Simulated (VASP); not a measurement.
Wanted: the native input for a VASP 6.6.1 run.

```yaml
Task: single point
Functional: r2SCAN
Potentials_or_basis: VASP PAW PBE potentials, release 64 (Al, Pt)
Cutoff: 520 eV
k_mesh: 8 × 8 × 8
Occupations: gaussian, width 0.1 eV
Spin: no spin polarisation
Dipole_correction: no
Further_INCAR_settings: ALGO = Normal; EDIFF = 1e-07; NBANDS = 36
```

The system is AlPt.

```
Al Pt
1.0
     4.87796    0.00000    0.00000
     0.00000    4.87796    0.00000
     0.00000    0.00000    4.87796
Al Pt
4 4
Direct
  0.84411 0.84411 0.84411
  0.65589 0.15589 0.34411
  0.34411 0.65589 0.15589
  0.15589 0.34411 0.65589
  0.15494 0.15494 0.15494
  0.34506 0.84506 0.65494
  0.65494 0.34506 0.84506
  0.84506 0.65494 0.34506
```

These files were run (other wordings do the same):

POSCAR

```
AlPt
1.0
    4.8779559473      0.0000000000      0.0000000000
    0.0000000000      4.8779559473      0.0000000000
    0.0000000000      0.0000000000      4.8779559473
Al Pt
4 4
Direct
    0.8441149784      0.8441149784      0.8441149784
    0.6558850216      0.1558850216      0.3441149784
    0.3441149784      0.6558850216      0.1558850216
    0.1558850216      0.3441149784      0.6558850216
    0.1549404029      0.1549404029      0.1549404029
    0.3450595971      0.8450595971      0.6549404029
    0.6549404029      0.3450595971      0.8450595971
    0.8450595971      0.6549404029      0.3450595971
```

INCAR.step1

```
ALGO = Normal
EDIFF = 1E-4
ENCUT = 520
GGA = PE
ISMEAR = 0
LASPH = True
LCHARG = False
LREAL = False
LWAVE = True
NBANDS = 36
NELM = 100
PREC = Accurate
SIGMA = 0.1
```

INCAR.step2

```
ALGO = Normal
EDIFF = 1E-7
ENCUT = 520
ISIF = 2
ISMEAR = 0
ISTART = 1
LASPH = True
LCHARG = True
LELF = True
LMIXTAU = True
LREAL = False
LVHAR = True
LWAVE = False
METAGGA = R2SCAN
NBANDS = 36
NELM = 100
PREC = Accurate
SIGMA = 0.1
```

KPOINTS

```
k-points
0
Gamma
  8 8 8
```

Potentials or basis: VASP PAW PBE potentials, release 64 (Al, Pt).

Run with:

```console
$ cat potpaw_PBE.64/Al/POTCAR potpaw_PBE.64/Pt/POTCAR > POTCAR
$ cp INCAR.step1 INCAR
$ mpirun -np 1 vasp_std > vasp.out
$ cp INCAR.step2 INCAR
$ mpirun -np 1 vasp_std > vasp.out
```

Results of the run:

| Item | Value |
| --- | --- |
| Pressure | -0.1 GPa |
| Largest force | 0.006 eV/Å |
| Band gap on the k mesh | zero (bands 26 and 27 overlap by 1.21 eV) |

Caveat: the PAW data sets were made with another functional, which shifts forces and pressure a little; spin-orbit coupling is left out, which moves the levels of the heavy elements.

It took 11 min on 1 thread of Intel Xeon 8259CL (shared host), peak memory 0.32 GiB.
